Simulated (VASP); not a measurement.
# SrO (v.bA) (Fm-3m) in VASP: single point with PBE

Aim: the single point of SrO (v.bA) with PBE.

Everything below comes from runs of VASP 6.6.1. Logs are shortened: lines on timing, memory, paths and dates and some standing lists are left out, and cuts for length are marked.

## (1) The cell of the first run

The structure is cubic, space group Fm-3m (No. 225). Conventional cell: a = 5.195 Å, b = 5.195 Å, c = 5.195 Å, α = 90.00°, β = 90.00°, γ = 90.00°. Within 3.4 Å of Sr (site symmetry m-3m) lie 6 O at 2.60 Å. O (site symmetry m-3m) has 6 Sr at 2.60 Å within 3.4 Å.

## (2) Single point, PBE

Contents of INCAR:

```
SYSTEM = SrO
PREC = Accurate
ENCUT = 600
EDIFF = 1E-6
ISMEAR = 0
SIGMA = 0.02
LREAL = .False.
LASPH = .True.
NELM = 120
ALGO = Normal
ISIF = 2
LWAVE = .False.
LCHARG = .False.
GGA = PE
NBANDS = 15
GGA_COMPAT = .False.
```

Contents of KPOINTS:

```
regular mesh
0
Gamma
  8 8 8
  0 0 0
```

Contents of POSCAR:

```
SrO
1.0
    0.0000000000      2.5975406562      2.5975406562
    2.5975406562      0.0000000000      2.5975406562
    2.5975406562      2.5975406562      0.0000000000
Sr O
1 1
Direct
    0.0000000000      0.0000000000      0.0000000000
    0.5000000000      0.5000000000      0.5000000000
```

Potentials or basis: VASP PAW PBE potentials, release 64 (Sr_sv, O).

Started as:

```bash
$ cat potpaw_PBE.64/Sr_sv/POTCAR potpaw_PBE.64/O/POTCAR > POTCAR
$ mpirun -np 1 vasp_std > vasp.out
```

OUTCAR:

```text
SYSTEM = SrO
   PREC = Accurate
   ENCUT = 600
   EDIFF = 1E-6
   ISMEAR = 0
   LREAL = .False.
   LASPH = .True.
   NELM = 120
   ISIF = 2
   GGA = PE

 ion  position               nearest neighbor table
   1  0.000  0.000  0.000-   2 2.60   2 2.60   2 2.60   2 2.60   2 2.60   2 2.60
   2  0.500  0.500  0.500-   1 2.60   1 2.60   1 2.60   1 2.60   1 2.60   1 2.60

  LATTYP: Found a face centered cubic cell.
 ALAT       =     5.1950813124

  Lattice vectors:

 A1 = (   0.0000000000,   2.5975406562,   2.5975406562)
 A2 = (   2.5975406562,   0.0000000000,   2.5975406562)
 A3 = (   2.5975406562,   2.5975406562,   0.0000000000)

Analysis of symmetry for initial positions (statically):
=====================================================================
 Subroutine PRICEL returns:
 Original cell was already a primitive cell.

 Routine SETGRP: Setting up the symmetry group for a
 face centered cubic supercell.

 Subroutine GETGRP returns: Found 48 space group operations
 (whereof 48 operations were pure point group operations)
 out of a pool of 48 trial point group operations.

The static configuration has the point symmetry O_h .

Analysis of symmetry for dynamics (positions and initial velocities):
=====================================================================
 Subroutine PRICEL returns:
 Original cell was already a primitive cell.

 Routine SETGRP: Setting up the symmetry group for a
 face centered cubic supercell.

 Subroutine GETGRP returns: Found 48 space group operations
 (whereof 48 operations were pure point group operations)
 out of a pool of 48 trial point group operations.

The dynamic configuration has the point symmetry O_h .

 Subroutine INISYM returns: Found 48 space group operations
 (whereof 48 operations are pure point group operations),
 and found     1 'primitive' translations

----------------------------------------------------------------------------------------

                                     Primitive cell

  volume of cell :      35.0523

  direct lattice vectors                    reciprocal lattice vectors
     0.000000000  2.597540656  2.597540656    -0.192489769  0.192489769  0.192489769
     2.597540656  0.000000000  2.597540656     0.192489769 -0.192489769  0.192489769
     2.597540656  2.597540656  0.000000000     0.192489769  0.192489769 -0.192489769

  length of vectors
     3.673477225  3.673477225  3.673477225     0.333402059  0.333402059  0.333402059

  position of ions in fractional coordinates (direct lattice)
     0.000000000  0.000000000  0.000000000
     0.500000000  0.500000000  0.500000000

  ion indices of the primitive-cell ions
   primitive index   ion index
                 1           1
                 2           2

----------------------------------------------------------------------------------------

 KPOINTS: regular mesh

Automatic generation of k-mesh.
 Grid dimensions read from file:
 generate k-points for:    8    8    8

 Generating k-lattice:

  Cartesian coordinates                     Fractional coordinates (reciprocal lattice)
    -0.024061221  0.024061221  0.024061221     0.125000000  0.000000000  0.000000000
     0.024061221 -0.024061221  0.024061221     0.000000000  0.125000000  0.000000000
     0.024061221  0.024061221 -0.024061221     0.000000000  0.000000000  0.125000000

  Length of vectors
     0.041675257  0.041675257  0.041675257

  Shift w.r.t. Gamma in fractional coordinates (k-lattice)
     0.000000000  0.000000000  0.000000000

 Subroutine IBZKPT returns following result:
 ===========================================

 Found     29 irreducible k-points:

 Following reciprocal coordinates:
            Coordinates               Weight
  0.000000  0.000000  0.000000      1.000000
  0.125000  0.000000  0.000000      8.000000
  0.250000  0.000000  0.000000      8.000000
  0.375000  0.000000  0.000000      8.000000
  0.500000  0.000000  0.000000      4.000000
  0.125000  0.125000  0.000000      6.000000
[... 16 lines left out ...]
  0.500000  0.250000  0.125000     48.000000
 -0.375000  0.250000  0.125000     24.000000
 [... further k-points ...]
   k-points           NKPTS =     29   k-points in BZ     NKDIM =     29   number of bands    NBANDS=     15
   number of dos      NEDOS =    301   number of ions     NIONS =      2
   total plane-waves  NPLWV =  27000
   dimension x,y,z NGX =    30 NGY =   30 NGZ =   30
   dimension x,y,z NGXF=    60 NGYF=   60 NGZF=   60
   ions per type =               1   1
   NGX,Y,Z   is equivalent  to a cutoff of  13.58, 13.58, 13.58 a.u.
   NGXF,Y,Z  is equivalent  to a cutoff of  27.15, 27.15, 27.15 a.u.
 SYSTEM =  SrO
   PREC   = accura    normal or accurate (medium, high low for compatibility)
   ISTART =      0    job   : 0-new  1-cont  2-samecut
   ICHARG =      2    charge: 1-file 2-atom 10-const
   ISPIN  =      1    spin polarized calculation?
   LNONCOLLINEAR =      F non collinear calculations
   LSORBIT =      F    spin-orbit coupling
   LASPH  =      T    aspherical Exc in radial PAW
   ENCUT  =  600.0 eV  44.10 Ry    6.64 a.u.   7.34  7.34  7.34*2*pi/ulx,y,z
   NELM   =    120;   NELMIN=  2; NELMDL= -5     # of ELM steps
   EDIFF  = 0.1E-05   stopping-criterion for ELM
   LREAL  =      F    real-space projection
   EDIFFG = 0.1E-04   stopping-criterion for IOM
   NSW    =      0    number of steps for IOM
   IBRION =     -1    ionic relax: 0-MD 1-quasi-New 2-CG
   NFREE  =      0    steps in history (QN), initial steepest desc. (CG)
   ISIF   =      2    stress and relaxation
   ISYM   =      2    0-nonsym 1-usesym 2-fastsym
   POTIM  = 0.5000    time-step for ionic-motion
   TEBEG  =    0.0;   TEEND  =   0.0 temperature during run
   PSTRESS=    0.0 pullay stress
   NELECT =      16.0000    total number of electrons
   NUPDOWN=      -1.0000    fix difference up-down
   EMIN   =  10.00;   EMAX   =-10.00  energy-range for DOS
   EFERMI =   0.00;   METHOD = LEGACY
   ISMEAR =     0;   SIGMA  =   0.02  broadening in eV -4-tet -1-fermi 0-gaus
   EFERMI_NEDOS =   21; number of points for ismear=-14 and -15
   IALGO  =     38    algorithm
   IMIX   =      4    mixing-type and parameters
     AMIX     =   0.40;   BMIX     =  1.00
     AMIX_MAG =   1.60;   BMIX_MAG =  1.00
  volume/ion in A,a.u.               =      17.53       118.27
  Fermi-wavevector in a.u.,A,eV,Ry     =   1.260499  2.381998 21.617719  1.588857
  Thomas-Fermi vector in A             =   2.394005
   LORBIT       =      0    0 simple, 1 ext, 2 COOP (PROOUT), +10 PAW based schemes
   GGA     = PE    functional components
   LHFCALC =     F    Hartree Fock is set to
   AEXX    =    0.0000 exact exchange contribution
   IVDW    =     0    specifies the selected vdW correction
   LEPSILON=     F    determine dielectric tensor
   LRPA    =     F    only Hartree local field effects (RPA)
 non-spin polarized calculation
 Gauss-broadening in eV      SIGMA  =   0.02
  energy-cutoff  :      600.00
  volume of cell :       35.05
 maximum number of plane-waves:      1211
 NGX is ok and might be reduce to    30
   NGX = 15   NGY = 15   NGZ = 15

 number of electron      16.0000000 magnetization

 Free energy of the ion-electron system (eV)
  ---------------------------------------------------
  ext. energy  EPLUGINS =         0.00000000
  ---------------------------------------------------
  free energy    TOTEN  =       -12.05629402 eV

  energy without entropy =      -12.05629402  energy(sigma->0) =      -12.05629402

 E-fermi :   1.7276     XC(G=0):  -9.8815

 val. band max:        1.5190249784   @ k =   0.0000   0.0000   0.0000
 cond. band min:       4.8006261897   @ k =   0.5000   0.5000   0.0000
 fundamental gap:      3.2816012113
 Fermi energy:         1.7276369789

 k-point     1 :       0.0000    0.0000    0.0000
  band No.  band energies     occupation
      1     -30.9789      2.00000
      2     -13.5321      2.00000
      3     -12.6472      2.00000
      4     -12.6472      2.00000
      5     -12.6472      2.00000
      6       1.5190      2.00000
      7       1.5190      2.00000
      8       1.5190      2.00000
      9       5.2865      0.00000
     10       7.6617      0.00000
     11       7.6617      0.00000
     12       7.6617      0.00000
     13       9.7604      0.00000
     14       9.7604      0.00000
     15      14.0798      0.00000

 k-point     2 :       0.1250    0.0000    0.0000
  band No.  band energies     occupation
      1     -30.9616      2.00000
      2     -13.9046      2.00000
      3     -12.6586      2.00000
      4     -12.6586      2.00000
      5     -12.3183      2.00000
      6       1.0748      2.00000
      7       1.3331      2.00000
      8       1.3331      2.00000
      9       5.9733      0.00000
     10       7.5143      0.00000
     11       7.9567      0.00000
     12       7.9567      0.00000
     13      10.1469      0.00000
     14      10.1469      0.00000
     15      15.0416      0.00000

 k-point     3 :       0.2500    0.0000    0.0000
  band No.  band energies     occupation
      1     -30.9193      2.00000
      2     -14.4567      2.00000
      3     -12.6858      2.00000
      4     -12.6858      2.00000
      5     -11.8718      2.00000
      6       0.2720      2.00000
      7       0.9302      2.00000
      8       0.9302      2.00000
      9       7.3679      0.00000
     10       7.5551      0.00000
     11       8.7555      0.00000
     12       8.7555      0.00000
     13      11.1167      0.00000
     14      11.1167      0.00000
     15      16.9351      0.00000
[... 343 lines left out ...]
 k-point    23 :       0.5000    0.2500    0.1250
  band No.  band energies     occupation
      1     -30.8545      2.00000
      2     -14.6395      2.00000
      3     -12.9768      2.00000
      4     -12.8053      2.00000
      5     -11.8323      2.00000
      6       0.0152      2.00000
      7       0.6262      2.00000
      8       1.0004      2.00000
      9       7.0151      0.00000
     10       8.5102      0.00000
     11      10.2083      0.00000
     12      10.4183      0.00000
     13      12.3216      0.00000
     14      13.2515      0.00000
     15      15.4484      0.00000

 k-point    24 :      -0.3750    0.2500    0.1250
  band No.  band energies     occupation
      1     -30.8403      2.00000
      2     -14.7030      2.00000
      3     -12.9978      2.00000
      4     -12.8533      2.00000
      5     -11.8028      2.00000
      6      -0.0186      2.00000
      7       0.6840      2.00000
      8       0.7477      2.00000
      9       7.7744      0.00000
     10       8.1291      0.00000
     11      10.5699      0.00000
     12      10.8181      0.00000
     13      12.8264      0.00000
     14      14.1247      0.00000
     15      14.4930      0.00000

 [... further k-points ...]
[... 5 lines left out ...]
  --------------------------------------------------------------------------------------
  -------------------------------------------------------------------------------------
  Total        0.0914690      0.0914690      0.0914690      0.0000000      0.0000000      0.0000000
  in kB        4.1808791      4.1808791      4.1808791      0.0000000      0.0000000      0.0000000
  external PRESSURE =       4.1808791 kB  Pullay stress =       0.0000000 kB

 VOLUME and BASIS-vectors are now :
 -----------------------------------------------------------------------------
  energy-cutoff  :      600.00
  volume of cell :       35.05
      direct lattice vectors                 reciprocal lattice vectors
     0.000000000  2.597540656  2.597540656    -0.192489769  0.192489769  0.192489769
     2.597540656  0.000000000  2.597540656     0.192489769 -0.192489769  0.192489769
     2.597540656  2.597540656  0.000000000     0.192489769  0.192489769 -0.192489769

 POSITION                                       TOTAL-FORCE (eV/Angst)
 -----------------------------------------------------------------------------------
      0.00000      0.00000      0.00000        -0.000000      0.000000      0.000000
      2.59754      2.59754      2.59754         0.000000      0.000000     -0.000000
 -----------------------------------------------------------------------------------
    total drift:                                0.000000      0.000000      0.000000

  FREE ENERGIE OF THE ION-ELECTRON SYSTEM (eV)
  ---------------------------------------------------
  free  energy   TOTEN  =       -12.0562940177 eV

  energy  without entropy=      -12.0562940177  energy(sigma->0) =      -12.05629402
```

Run time: 11 s. Hardware: 1 thread of Intel Xeon Platinum 8559C (Emerald Rapids), shared host; peak memory 0.17 GiB.

Results:

```
Free energy            : -12.0563 eV
Pressure               : 0.4 GPa
Band gap on the k mesh : 3.28 eV, indirect (least direct gap 3.39 eV)
```

A k mesh can miss the band edges. PBE gaps usually lie below the measured ones, often by a third to a half.
